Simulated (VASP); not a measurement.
# WSe2 in VASP: notebook

The runs below take WSe2 through single point, with PBE+D3(BJ).

All numbers are computed with VASP 6.6.1; they aren't measurements. Logs are shortened: lines on timing, memory, paths and dates and some standing lists are left out, and cuts for length are marked.

### 1 The cell of the first run

The cell holds a slab with vacuum, 6 atoms: a = 3.286 Å, b = 3.286 Å, c = 46.078 Å, α = 90.00°, β = 90.00°, γ = 120.00°.

### 2 Single point, PBE+D3(BJ)

INCAR reads:

```
SYSTEM = WSe2
  PREC = Accurate
  ENCUT = 520
  EDIFF = 1E-6
  ISMEAR = 0
  SIGMA = 0.02
  LREAL = .False.
  LASPH = .True.
  NELM = 80
  ALGO = Normal
  ISIF = 2
  LWAVE = .False.
  LCHARG = .False.
  LDIPOL = .True.
  IDIPOL = 3
  DIPOL = 0.5 0.5 0.500
  GGA = PE
  IVDW = 12
  NBANDS = 35
```

KPOINTS reads:

```
regular mesh
0
Gamma
  12 12 1
  0 0 0
```

POSCAR reads:

```
WSe2
1.0
    3.2855208648      0.0000000000      0.0000000000
   -1.6427604324      2.8453445336      0.0000000000
    0.0000000000      0.0000000000     46.0775279785
Se W
4 2
Direct
    0.3333333333      0.6666666667      0.3938548046
    0.3333333333      0.6666666667      0.4669318628
    0.6666666667      0.3333333333      0.5330681336
    0.6666666667      0.3333333333      0.6061451960
    0.6666666667      0.3333333333      0.4304000261
    0.3333333333      0.6666666667      0.5695999770
```

Potentials or basis: VASP PAW PBE potentials, release 64 (Se, W_sv).

On the command line:

```bash
> cat potpaw_PBE.64/Se/POTCAR potpaw_PBE.64/W_sv/POTCAR > POTCAR
> mpirun -np 1 vasp_std > vasp.out
```

OUTCAR:

```text
SYSTEM = WSe2
   PREC = Accurate
   ENCUT = 520
   EDIFF = 1E-6
   ISMEAR = 0
   LREAL = .False.
   LASPH = .True.
   NELM = 80
   ISIF = 2
   GGA = PE
   IVDW = 12
 IVDW          = 12

 ion  position               nearest neighbor table
   1  0.333  0.667  0.394-   5 2.54   5 2.54   5 2.54
   2  0.333  0.667  0.467-   5 2.54   5 2.54   5 2.54
   3  0.667  0.333  0.533-   6 2.54   6 2.54   6 2.54
   4  0.667  0.333  0.606-   6 2.54   6 2.54   6 2.54
   5  0.667  0.333  0.430-   2 2.54   2 2.54   2 2.54   1 2.54   1 2.54   1 2.54
   6  0.333  0.667  0.570-   3 2.54   3 2.54   3 2.54   4 2.54   4 2.54   4 2.54

  LATTYP: Found a hexagonal cell.
 ALAT       =     3.2855208648
 C/A-ratio  =    14.0244210506

  Lattice vectors:

 A1 = (   3.2855208648,   0.0000000000,   0.0000000000)
 A2 = (  -1.6427604324,   2.8453445336,   0.0000000000)
 A3 = (   0.0000000000,   0.0000000000,  46.0775279785)

Analysis of symmetry for initial positions (statically):
=====================================================================
 Subroutine PRICEL returns:
 Original cell was already a primitive cell.

 Routine SETGRP: Setting up the symmetry group for a
 hexagonal supercell.

 Subroutine GETGRP returns: Found 12 space group operations
 (whereof 12 operations were pure point group operations)
 out of a pool of 24 trial point group operations.

The static configuration has the point symmetry D_3d.

Analysis of symmetry for dynamics (positions and initial velocities):
=====================================================================
 Subroutine PRICEL returns:
 Original cell was already a primitive cell.

 Routine SETGRP: Setting up the symmetry group for a
 hexagonal supercell.

 Subroutine GETGRP returns: Found 12 space group operations
 (whereof 12 operations were pure point group operations)
 out of a pool of 24 trial point group operations.

The dynamic configuration has the point symmetry D_3d.

 Subroutine INISYM returns: Found 12 space group operations
 (whereof 12 operations are pure point group operations),
 and found     1 'primitive' translations

----------------------------------------------------------------------------------------

                                     Primitive cell

  volume of cell :     430.7530

  direct lattice vectors                    reciprocal lattice vectors
     3.285520865  0.000000000  0.000000000     0.304365743  0.175725644  0.000000000
    -1.642760432  2.845344534  0.000000000     0.000000000  0.351451288  0.000000000
     0.000000000  0.000000000 46.077527979     0.000000000  0.000000000  0.021702553

  length of vectors
     3.285520865  3.285520865 46.077527979     0.351451288  0.351451288  0.021702553

  position of ions in fractional coordinates (direct lattice)
     0.333333333  0.666666667  0.393854805
     0.333333333  0.666666667  0.466931863
     0.666666667  0.333333333  0.533068134
     0.666666667  0.333333333  0.606145196
     0.666666667  0.333333333  0.430400026
     0.333333333  0.666666667  0.569599977

  ion indices of the primitive-cell ions
   primitive index   ion index
                 1           1
                 2           2
                 3           3
                 4           4
                 5           5
                 6           6

----------------------------------------------------------------------------------------

 KPOINTS: regular mesh

Automatic generation of k-mesh.
 Grid dimensions read from file:
 generate k-points for:   12   12    1

 Generating k-lattice:

  Cartesian coordinates                     Fractional coordinates (reciprocal lattice)
     0.025363812  0.014643804  0.000000000     0.083333333  0.000000000  0.000000000
     0.000000000  0.029287607  0.000000000     0.000000000  0.083333333  0.000000000
     0.000000000  0.000000000  0.021702553     0.000000000  0.000000000  1.000000000

  Length of vectors
     0.029287607  0.029287607  0.021702553

  Shift w.r.t. Gamma in fractional coordinates (k-lattice)
     0.000000000  0.000000000  0.000000000

 Subroutine IBZKPT returns following result:
 ===========================================

 Found     19 irreducible k-points:

 Following reciprocal coordinates:
            Coordinates               Weight
  0.000000  0.000000  0.000000      1.000000
  0.083333  0.000000  0.000000      6.000000
  0.166667  0.000000  0.000000      6.000000
  0.250000  0.000000  0.000000      6.000000
  0.333333 -0.000000  0.000000      6.000000
  0.416667  0.000000  0.000000      6.000000
[... 11 lines left out ...]
  0.333333  0.250000  0.000000     12.000000
  0.333333  0.333333  0.000000      2.000000
   k-points           NKPTS =     19   k-points in BZ     NKDIM =     19   number of bands    NBANDS=     35
   number of dos      NEDOS =    301   number of ions     NIONS =      6
   total plane-waves  NPLWV = 201600
   dimension x,y,z NGX =    24 NGY =   24 NGZ =  350
   dimension x,y,z NGXF=    48 NGYF=   48 NGZF=  700
   ions per type =               4   2
   NGX,Y,Z   is equivalent  to a cutoff of  12.14, 12.14, 12.63 a.u.
   NGXF,Y,Z  is equivalent  to a cutoff of  24.29, 24.29, 25.26 a.u.
 SYSTEM =  WSe2
   PREC   = accura    normal or accurate (medium, high low for compatibility)
   ISTART =      0    job   : 0-new  1-cont  2-samecut
   ICHARG =      2    charge: 1-file 2-atom 10-const
   ISPIN  =      1    spin polarized calculation?
   LNONCOLLINEAR =      F non collinear calculations
   LSORBIT =      F    spin-orbit coupling
   LASPH  =      T    aspherical Exc in radial PAW
   ENCUT  =  520.0 eV  38.22 Ry    6.18 a.u.   6.11  6.11 85.67*2*pi/ulx,y,z
   NELM   =     80;   NELMIN=  2; NELMDL= -5     # of ELM steps
   EDIFF  = 0.1E-05   stopping-criterion for ELM
   LREAL  =      F    real-space projection
   EDIFFG = 0.1E-04   stopping-criterion for IOM
   NSW    =      0    number of steps for IOM
   IBRION =     -1    ionic relax: 0-MD 1-quasi-New 2-CG
   NFREE  =      0    steps in history (QN), initial steepest desc. (CG)
   ISIF   =      2    stress and relaxation
   ISYM   =      2    0-nonsym 1-usesym 2-fastsym
   POTIM  = 0.5000    time-step for ionic-motion
   TEBEG  =    0.0;   TEEND  =   0.0 temperature during run
   PSTRESS=    0.0 pullay stress
   NELECT =      52.0000    total number of electrons
   NUPDOWN=      -1.0000    fix difference up-down
   EMIN   =  10.00;   EMAX   =-10.00  energy-range for DOS
   EFERMI =   0.00;   METHOD = LEGACY
   ISMEAR =     0;   SIGMA  =   0.02  broadening in eV -4-tet -1-fermi 0-gaus
   EFERMI_NEDOS =   21; number of points for ismear=-14 and -15
   IALGO  =     38    algorithm
   IMIX   =      4    mixing-type and parameters
     AMIX     =   0.40;   BMIX     =  1.00
     AMIX_MAG =   1.60;   BMIX_MAG =  1.00
  volume/ion in A,a.u.               =      71.79       484.48
  Fermi-wavevector in a.u.,A,eV,Ry     =   0.809096  1.528969  8.906860  0.654636
  Thomas-Fermi vector in A             =   1.918023
   LORBIT       =      0    0 simple, 1 ext, 2 COOP (PROOUT), +10 PAW based schemes
   GGA     = PE    functional components
   LHFCALC =     F    Hartree Fock is set to
   AEXX    =    0.0000 exact exchange contribution
   IVDW    =    12    specifies the selected vdW correction
   LEPSILON=     F    determine dielectric tensor
   LRPA    =     F    only Hartree local field effects (RPA)
 non-spin polarized calculation
 Gauss-broadening in eV      SIGMA  =   0.02
  energy-cutoff  :      520.00
  volume of cell :      430.75
 maximum number of plane-waves:     11694
   NGX = 13   NGY = 13   NGZ =171

 dipolmoment           0.000000      0.000000      0.000000 electrons x Angstroem

 number of electron      51.9999993 magnetization

 dipolmoment           0.000000      0.000000     -0.000000 electrons x Angstroem

 Free energy of the ion-electron system (eV)
  ---------------------------------------------------
  ext. energy  EPLUGINS =         0.00000000
  ---------------------------------------------------
  free energy    TOTEN  =       -43.16301980 eV

  energy without entropy =      -43.16301980  energy(sigma->0) =      -43.16301980

 E-fermi :  -1.5321     XC(G=0):  -3.2784

 val. band max:       -1.8096343968   @ k =   0.0000   0.0000   0.0000
 cond. band min:      -0.5224084286   @ k =   0.1667   0.1667   0.0000
 fundamental gap:      1.2872259682
 Fermi energy:        -1.5321346310

 k-point     1 :       0.0000    0.0000    0.0000
  band No.  band energies     occupation
      1     -75.9862      2.00000
      2     -75.9862      2.00000
      3     -40.2317      2.00000
      4     -40.2316      2.00000
      5     -40.0994      2.00000
      6     -40.0994      2.00000
[... 27 lines left out ...]
     34       1.2489      0.00000
     35       2.4404      0.00000

 k-point     2 :       0.0833    0.0000    0.0000
  band No.  band energies     occupation
      1     -75.9855      2.00000
      2     -75.9855      2.00000
      3     -40.2286      2.00000
      4     -40.2286      2.00000
      5     -40.1154      2.00000
      6     -40.1154      2.00000
[... 27 lines left out ...]
     34       1.2473      0.00000
     35       2.7362      0.00000

 k-point     3 :       0.1667    0.0000    0.0000
  band No.  band energies     occupation
      1     -75.9836      2.00000
      2     -75.9836      2.00000
      3     -40.2204      2.00000
      4     -40.2204      2.00000
      5     -40.1587      2.00000
      6     -40.1587      2.00000
[... 27 lines left out ...]
     34       1.6722      0.00000
     35       3.1757      0.00000
[... 533 lines left out ...]
 k-point    18 :       0.3333    0.2500    0.0000
  band No.  band energies     occupation
      1     -75.9748      2.00000
      2     -75.9748      2.00000
      3     -40.2925      2.00000
      4     -40.2925      2.00000
      5     -40.2224      2.00000
      6     -40.2224      2.00000
[... 27 lines left out ...]
     34       2.9047      0.00000
     35       3.7309      0.00000

 k-point    19 :       0.3333    0.3333    0.0000
  band No.  band energies     occupation
      1     -75.9745      2.00000
      2     -75.9744      2.00000
      3     -40.2741      2.00000
      4     -40.2741      2.00000
      5     -40.2505      2.00000
      6     -40.2505      2.00000
[... 27 lines left out ...]
     34       2.9181      0.00000
     35       4.0865      0.00000

------------------------ aborting loop because EDIFF is reached ----------------------------------------

 vacuum level on the upper side and lower side of the slab       (xc-potential included)        -0.109        -0.109

 Edisp (eV)   -2.41265

 E8    (eV) :    -1.1110

  FORCE on cell =-STRESS in cart. coord.  units (eV):
  Direction    XX          YY          ZZ          XY          YZ          ZX
  --------------------------------------------------------------------------------------
  -------------------------------------------------------------------------------------
  Total       0.02920     0.02920     0.25420     0.00000     0.00000     0.00000
  in kB       0.10861     0.10861     0.94549     0.00000     0.00000     0.00000
  external pressure =        0.39 kB  Pullay stress =        0.00 kB

 VOLUME and BASIS-vectors are now :
 -----------------------------------------------------------------------------
  energy-cutoff  :      520.00
  volume of cell :      430.75
      direct lattice vectors                 reciprocal lattice vectors
     3.285520865  0.000000000  0.000000000     0.304365743  0.175725644  0.000000000
    -1.642760432  2.845344534  0.000000000     0.000000000  0.351451288  0.000000000
     0.000000000  0.000000000 46.077527979     0.000000000  0.000000000  0.021702553

 POSITION                                       TOTAL-FORCE (eV/Angst)
 -----------------------------------------------------------------------------------
     -0.00000      1.89690     18.14786         0.000000     -0.000000     -0.045409
     -0.00000      1.89690     21.51507         0.000000      0.000000      0.050701
      1.64276      0.94845     24.56246        -0.000000      0.000000     -0.050701
      1.64276      0.94845     27.92967        -0.000000     -0.000000      0.045409
      1.64276      0.94845     19.83177         0.000000     -0.000000      0.002209
     -0.00000      1.89690     26.24576         0.000000     -0.000000     -0.002209
 -----------------------------------------------------------------------------------
    total drift:                                0.000000     -0.000000     -0.000211

  FREE ENERGIE OF THE ION-ELECTRON SYSTEM (eV)
  ---------------------------------------------------
  free  energy   TOTEN  =       -45.5756667040 eV

  energy  without entropy=      -45.5756667040  energy(sigma->0) =      -45.57566670

 vacuum level on the upper side and lower side of the slab         3.031         3.031
```

It took 14 min on 1 thread of Intel Xeon 8259CL, shared host; peak memory 0.59 GiB.

Results:

```
Free energy                : -45.5757 eV
Largest force              : 0.051 eV/Å
Band gap on the k mesh     : 1.29 eV (least direct gap 1.61 eV)
Dispersion energy per atom : -0.402 eV
```

Forces on the atoms (eV/Å):
```
Se   0.000  0.000 -0.045
Se   0.000  0.000  0.051
Se   0.000  0.000 -0.051
Se   0.000  0.000  0.045
W    0.000  0.000  0.002
W    0.000  0.000 -0.002
```

Caveat: spin-orbit coupling is left out, which moves the levels of the heavy elements.

### 3 Single point, PBE+D3(BJ)

INCAR reads:

```
ALGO = Normal
DIPOL = 0.5 0.5 0.500
EDIFF = 1E-6
ENCUT = 520
GGA = PE
IDIPOL = 3
ISIF = 2
ISMEAR = 0
IVDW = 12
LASPH = T
LCHARG = F
LDIPOL = T
LREAL = F
LWAVE = F
NBANDS = 35
NELM = 60
PREC = Accurate
SIGMA = 0.02
```

KPOINTS reads:

```
k-points
0
Gamma
  12 12 1
```

POSCAR reads:

```
WSe2
1.0
    3.2855208648      0.0000000000      0.0000000000
   -1.6427604324      2.8453445336      0.0000000000
    0.0000000000      0.0000000000     46.0775279785
Se W
4 2
Direct
    0.3333333333      0.6666666667      0.3928701421
    0.3333333333      0.6666666667      0.4659198012
    0.0000000000      0.0000000000      0.5340802010
    0.0000000000      0.0000000000      0.6071298340
    0.6666666667      0.3333333333      0.4294309256
    0.6666666667      0.3333333333      0.5705690960
```

Potentials or basis: VASP PAW PBE potentials, release 64 (Se, W_sv).

On the command line:

```bash
> cat potpaw_PBE.64/Se/POTCAR potpaw_PBE.64/W_sv/POTCAR > POTCAR
> mpirun -np 1 vasp_std > vasp.out
```

Run time: 14 min. Hardware: 1 thread of Intel Xeon 8259CL, shared host; peak memory 0.62 GiB.

Results (log left out):

```
Free energy                : -45.5427 eV
Largest force              : 0.048 eV/Å
Band gap on the k mesh     : 1.40 eV (least direct gap 1.66 eV)
Dispersion energy per atom : -0.399 eV
```

Forces in eV/Å, atoms in the order of the input:
```
Se   0.000  0.000 -0.048
Se   0.000  0.000  0.048
Se   0.000  0.000 -0.048
Se   0.000  0.000  0.048
W    0.000  0.000  0.003
W    0.000  0.000 -0.003
```

Levels at points of the mesh, in eV from the valence-band top:
```tsv
k point	band 23	band 24	band 25	band 26	band 27	band 28	band 29	band 30
(0.00, 0.00, 0.00)	-1.28	-1.28	-0.70	0.00	2.81	2.81	2.92	2.92
(0.50, 0.00, 0.00)	-1.21	-1.06	-1.01	-0.93	2.36	2.38	2.62	2.71
```

Caveat: spin-orbit coupling is left out, which moves the levels of the heavy elements.
